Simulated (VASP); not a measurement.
Wanted: the native input for a VASP 6.6.1 run.

| Item | Value |
| --- | --- |
| Task | single point |
| Functional | PBEsol |
| Potentials or basis | VASP PAW PBE potentials, release 64 (Ti_sv, O) |
| Cutoff | 520 eV |
| k mesh | 6 × 6 × 8 |
| Occupations | gaussian, width 0.01 eV |
| Spin | no spin polarisation |
| Dipole correction | no |
| Further INCAR settings | ALGO = Normal; EDIFF = 1e-06; NBANDS = 33 |

The structure of TiO2 (Rutile) lies in POSCAR:

```
TiO2
1.0
    4.4571372671      0.0000000000      0.0000000000
    0.0000000000      4.4571372671      0.0000000000
    0.0000000000      0.0000000000      2.8947787328
Ti O
2 4
Direct
    0.0000000000      0.0000000000      0.0000000000
    0.5000000000      0.5000000000      0.5000000000
    0.3023961916      0.3023961916      0.0000000000
    0.1976038084      0.8023961916      0.5000000000
    0.6976038084      0.6976038084      0.0000000000
    0.8023961916      0.1976038084      0.5000000000
```

These files were run (other wordings do the same):

INCAR

```
PREC = Accurate
ENCUT = 520
EDIFF = 1E-6
ISMEAR = 0
SIGMA = 0.01
LREAL = False
LASPH = True
NELM = 100
ALGO = Normal
ISIF = 2
LWAVE = False
LCHARG = False
GGA = PS
NBANDS = 33
```

KPOINTS

```
Automatic mesh
0
Gamma
  6 6 8
```

Potentials or basis: VASP PAW PBE potentials, release 64 (Ti_sv, O).

Run with:

```bash
$ cat potpaw_PBE.64/Ti_sv/POTCAR potpaw_PBE.64/O/POTCAR > POTCAR
$ mpirun -np 1 vasp_std > vasp.out
```

It gave:

```
Pressure               : 20.8 GPa
Largest force          : 0.019 eV/Å
Band gap on the k mesh : 1.92 eV, direct
```

Caveat: the PAW data sets were made with another functional, which shifts forces and pressure a little.

Run time: 69 s on 1 thread of Intel(R) Xeon(R) Platinum 8488C (Sapphire Rapids), on a shared host, peak memory 0.21 GiB.
